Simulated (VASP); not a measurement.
SrAl5, 6 atoms in the cell. It takes space group F-43m (No. 216, cubic). Conventional cell: a = 7.978 Å, b = 7.978 Å, c = 7.978 Å, α = 90.00°, β = 90.00°, γ = 90.00°. Within 4.4 Å of Sr (site symmetry -43m) lie 16 Al at 3.31 to 3.45 Å. Al (site symmetry 3m) has 9 Al at 2.81 to 3.31 Å and 3 Sr at 3.31 Å within 3.7 Å. Within 4.3 Å of Al (site symmetry -43m) lie 12 Al at 3.31 Å and 4 Sr at 3.45 Å. 

| Property | Result |
| --- | --- |
| Program | VASP 6.6.1 |
| Task | single point |
| Functional | PBE |
| Potentials or basis | VASP PAW PBE potentials, release 64 (Sr_sv, Al) |
| Cutoff | 520 eV |
| k mesh | 8 × 8 × 8 |
| Occupations | gaussian, width 0.1 eV |
| Spin | no spin polarisation |
| Dipole correction | no |
| Further INCAR settings | ALGO = Normal; EDIFF = 1e-06; NBANDS = 22 |

Potentials or basis: VASP PAW PBE potentials, release 64 (Sr_sv, Al).

Command:

```bash
$ cat potpaw_PBE.64/Sr_sv/POTCAR potpaw_PBE.64/Al/POTCAR > POTCAR
$ mpirun -np 1 vasp_std > vasp.out
```

Hardware: 1 thread of Intel(R) Xeon(R) Platinum 8488C (Sapphire Rapids), with other jobs on the host.

Q: How long does it take, and how much memory?

A: Wall time 66 s on 1 thread of Intel(R) Xeon(R) Platinum 8488C (Sapphire Rapids), with other jobs on the host, peak memory 0.29 GiB. Counts: scf iterations 12, k points 29.
